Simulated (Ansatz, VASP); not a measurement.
**One calculation of Pb, two programs**

Contents of POSCAR:

```
Pb
1.0
    0.0000000000      2.4750200000      2.4750200000
    2.4750200000      0.0000000000      2.4750200000
    2.4750200000      2.4750200000      0.0000000000
Pb
1
Direct
    0.0000000000      0.0000000000      0.0000000000
```

INCAR.step1

```
PREC = Accurate
ENCUT = 600
EDIFF = 1E-5
ISMEAR = -1
SIGMA = 0.05
LREAL = F
LASPH = T
NELM = 100
ALGO = Normal
LWAVE = T
LCHARG = F
GGA = PE
NBANDS = 13
```

INCAR.step2

```
PREC = Accurate
ENCUT = 600
EDIFF = 1E-7
ISMEAR = -1
SIGMA = 0.05
LREAL = F
LASPH = T
NELM = 100
ALGO = Normal
ISIF = 3
LWAVE = F
LCHARG = F
GGA = B3
LHFCALC = T
AEXX = 0.2
AGGAX = 0.72
AGGAC = 0.81
ALDAC = 0.19
PRECFOCK = Normal
IBRION = 2
NSW = 60
EDIFFG = -0.01
ISTART = 1
```

KPOINTS

```
Automatic mesh
0
Gamma
  5 5 5
```

The input input.yaml:

```yaml
crystal:
  lattice:
    - [0.0, 2.47502, 2.47502]
    - [2.47502, 0.0, 2.47502]
    - [2.47502, 2.47502, 0.0]
  atoms:
    - { symbol: Pb, position: [0.0, 0.0, 0.0] }
hamiltonian:
  xc: b3lyp
  pseudopotentials: { kind: paw }
kpoints:
  mp_grid: { grid: [5, 5, 5] }
scf:
  occupations: { method: fermi_dirac, width: 0.05 }
output:
  forces: true
  stress: true
relax:
  f_tol: 0.01
  max_steps: 40
  cell: { stress_tol: 0.05 }
```

Alike in both runs: task relaxation of cell and atoms; functional B3LYP; k mesh 5 × 5 × 5; occupations fermi-dirac, width 0.05 eV; no spin polarisation.

|  | VASP | Ansatz |
| --- | --- | --- |
| version | VASP 6.6.1 | Ansatz 0.2.0 |
| potentials or method | VASP PAW PBE potentials, release 64 (Pb_d) | Ansatz PAW |
| plane-wave cutoff (eV) | 600 | 420 |
| valence electrons in the cell | 14 | 14 |

VASP gave:

```
gap on the k mesh at the Fermi level, each at its own relaxed structure (eV) : none
relaxed volume (Å³/atom)                                                     : 32.83
relaxed cell length with the largest relative difference (Å)                 : 3.594
```

Q: What did Ansatz give for the same quantities?

A: gap on the k mesh at the Fermi level, each at its own relaxed structure (eV): none; relaxed volume (Å³/atom): 32.82; relaxed cell length with the largest relative difference (Å): 3.594.

VASP's potentials were made for PBE, not for B3LYP. A gap of «none» marks a metal or a gap that the smearing closes.

The k mesh is coarse, so the values compare programs but aren't converged. Neither program's run includes spin-orbit coupling. Noted on Ansatz's run: the plane-wave basis is chosen anew once the cell has moved, so the energies of steps on either side of that aren't comparable.
